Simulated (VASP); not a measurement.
A run of VASP 6.6.1:

File INCAR:

```
SYSTEM = Os
PREC = Accurate
ENCUT = 520
EDIFF = 1E-6
ISMEAR = 0
SIGMA = 0.15
LREAL = .FALSE.
LASPH = .TRUE.
NELM = 80
ALGO = Fast
ISIF = 2
LWAVE = .FALSE.
LCHARG = .FALSE.
GGA = PS
NBANDS = 15
```

Contents of KPOINTS:

```
Automatic mesh
0
G
  18 18 12
  0 0 0
```

The input POSCAR:

```
Os
1.0
    2.8776402242      0.0000000000      0.0000000000
   -1.4388201121      2.2434905334      0.0000000000
    0.0000000000      0.0000000000      4.3197000000
Os
2
Direct
    0.3333333333      0.6666666667      0.2500000000
    0.6666666667      0.3333333333      0.7500000000
```

Potentials or basis: VASP PAW PBE potentials, release 64 (Os).

Run with:

```bash
$ cat potpaw_PBE.64/Os/POTCAR > POTCAR
$ mpirun -np 1 vasp_std > vasp.out
```

Hardware: 1 thread of Oxide Virtual Turin-like Processor (shared host).

Question: Estimate the wall time of this run.

Answer: It took 2.9 min on 1 thread of Oxide Virtual Turin-like Processor, on a shared host, peak memory 0.3 GiB. Counts: scf iterations 14, k points 637.
